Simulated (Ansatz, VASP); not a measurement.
# NaCl in VASP and in Ansatz

Contents of INCAR:

```
SYSTEM = NaCl
  ALGO = Normal
  EDIFF = 1E-7
  ENCUT = 520
  GGA = PE
  ISIF = 2
  ISMEAR = -1
  LASPH = .TRUE.
  LCHARG = .TRUE.
  LELF = .TRUE.
  LREAL = .FALSE.
  LVHAR = .TRUE.
  LWAVE = .FALSE.
  NBANDS = 14
  NELM = 60
  PREC = Accurate
  SIGMA = 0.02
```

Contents of KPOINTS:

```
k-points
0
G
  8 8 8
  0 0 0
```

File POSCAR:

```
NaCl
1.0
    3.2876063633      0.0000000000      0.0000000000
    0.0000000000      3.2876063633      0.0000000000
    0.0000000000      0.0000000000      3.4744274126
Na Cl
1 1
Direct
    0.0000000000      0.0000000000      0.0000000000
    0.5000000000      0.5000000000      0.5000000000
```

Input for Ansatz:

```yaml
crystal:
  lattice:
    - [3.2876063633, 0.0, 0.0]
    - [0.0, 3.2876063633, 0.0]
    - [0.0, 0.0, 3.4744274126]
  atoms:
    - { symbol: Na, position: [0.0, 0.0, 0.0] }
    - { symbol: Cl, position: [0.5, 0.5, 0.5] }
kpoints:
  mp_grid: { grid: [8, 8, 8] }
  band_path:
    path:
      - [0.0, 0.0, 0.0]
      - [0.0, 0.5, 0.0]
      - [0.5, 0.5, 0.0]
      - [0.5, 0.5, 0.5]
      - [0.0, 0.5, 0.5]
    npoints: 1
hamiltonian:
  xc: pbe
scf:
  occupations: { method: fermi_dirac, width: 0.02 }
  n_extra_bands: 4
output:
  forces: true
  stress: true
  eigenvalues: true
  write_density: true
  write_potential: true
  elf: true
  volumetric_format: npy
```

Change from the starting cell: epitaxial_xy strain -5.0%.

Alike in both runs: task single point; functional PBE; k mesh 8 × 8 × 8; occupations fermi-dirac, width 0.02 eV; no spin polarisation.

|  | VASP | Ansatz |
| --- | --- | --- |
| version | VASP 6.6.1 | Ansatz 0.2.0 |
| potentials or method | VASP PAW PBE potentials, release 64 (Na_pv, Cl) | plane waves, PAW |
| plane-wave cutoff (eV) | 520 | 420 |
| valence electrons in the cell | 14 | 16 |

|  | VASP | Ansatz | Ansatz less VASP |
| --- | --- | --- | --- |
| gap on the k mesh at the Fermi level (eV) | 4.28 | 4.28 | -0.001 |
| pressure (GPa) | 5.0 | 5.0 | +0.04 |
| traceless stress, the component that is largest in VASP (GPa) | -3.52 | -3.53 | -0.002 |

VASP's potentials hold 14 valence electrons a cell and Ansatz's 16, so a difference there can come from the potentials and not from the codes.
